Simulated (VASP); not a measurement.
The system is BiMo3.

```
Bi Mo
1.0
     4.18400    0.00000    0.00000
     0.00000    4.18400    0.00000
     0.00000    0.00000    4.18400
Bi Mo
1 3
Direct
  0.00000 0.00000 0.00000
  0.00000 0.50000 0.50000
  0.50000 0.00000 0.50000
  0.50000 0.50000 0.00000
```

| Property | Result |
| --- | --- |
| Program | VASP 6.6.1 |
| Task | relaxation of cell and atoms |
| Functional | PBE |
| Potentials or basis | VASP PAW PBE potentials, release 64 (Bi_d, Mo_sv) |
| Cutoff | 500 eV |
| k mesh | 4 × 4 × 4 |
| Occupations | gaussian, width 0.1 eV |
| Spin | no spin polarisation |

At the start: pressure -5.2 GPa; volume 18.31 Å³/atom.

How do energy, volume and symmetry change on relaxing?

Over 3 steps the energy falls by 9.2 meV/atom and the volume is 17.76 Å³/atom (-3.0 %); space group Pm-3m (No. 221, to 0.05 Å).

Step by step:
```
step  energy change (eV)  largest force (eV/Å)  pressure (GPa)  volume (Å³)
   1              0.0000                0.0000           -5.16        73.24
   2              0.0930                0.0000           11.44        67.17
   3             -0.0368                0.0000           -0.08        71.05
```

Final structure:
```xyz
4
Lattice="4.1419 0.0000 0.0000 0.0000 4.1419 0.0000 0.0000 0.0000 4.1419" Properties=species:S:1:pos:R:3 pbc="T T T"
Bi    0.0000    0.0000    0.0000
Mo    0.0000    2.0709    2.0709
Mo    2.0709    0.0000    2.0709
Mo    2.0709    2.0709    0.0000
```

Caveat: the k points lie up to 0.38 Å⁻¹ apart in the final cell.
